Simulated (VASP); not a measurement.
Input of a VASP 6.6.1 run:

Contents of INCAR:

```
  ALGO = Normal
  EDIFF = 1E-7
  ENCUT = 520
  GGA = PE
  ISIF = 2
  ISMEAR = 1
  LASPH = T
  LCHARG = F
  LREAL = F
  LWAVE = F
  NBANDS = 46
  NELM = 100
  PREC = Accurate
  SIGMA = 0.05
```

Contents of KPOINTS:

```
k-points
0
Gamma
  4 4 4
```

File POSCAR:

```
IrPt2F6
1.0
    2.5873500000      4.4814210000      0.0000000000
   -2.5873500000      4.4814210000      0.0000000000
    0.0000000000      0.0000000000      4.1540230000
Ir Pt F
1 2 6
Direct
    0.0000000000      0.0000000000      0.5000000000
    0.6667000000      0.6666000000      0.2033800000
    0.3333000000      0.3334000000      0.7966200000
    0.1565200000      0.1564800000      0.2798000000
    0.6870000000      0.1565200000      0.2798000000
    0.1564800000      0.6870000000      0.2798000000
    0.3130000000      0.8435200000      0.7202000000
    0.8435200000      0.8434800000      0.7202000000
    0.8434800000      0.3130000000      0.7202000000
```

Potentials or basis: VASP PAW PBE potentials, release 64 (Ir, Pt, F).

The run is started by

```console
$ cat potpaw_PBE.64/Ir/POTCAR potpaw_PBE.64/Pt/POTCAR potpaw_PBE.64/F/POTCAR > POTCAR
$ mpirun -np 1 vasp_std > vasp.out
```

Task: What does it give for the largest force?

Result: 12.649 eV/Å.

Task: Predict the pressure.

Result: 93.2 GPa.

Stress tensor (GPa, compression positive):
```
98.18 -0.01  0.01
-0.01 98.18  0.00
 0.01  0.00 83.16
```

Caveat: the k points lie up to 0.38 Å⁻¹ apart, too coarse for converged energies and pressures of a metal; an odd number of electrons without spin polarisation forces a metal; a magnetic or distorted state may lie lower.
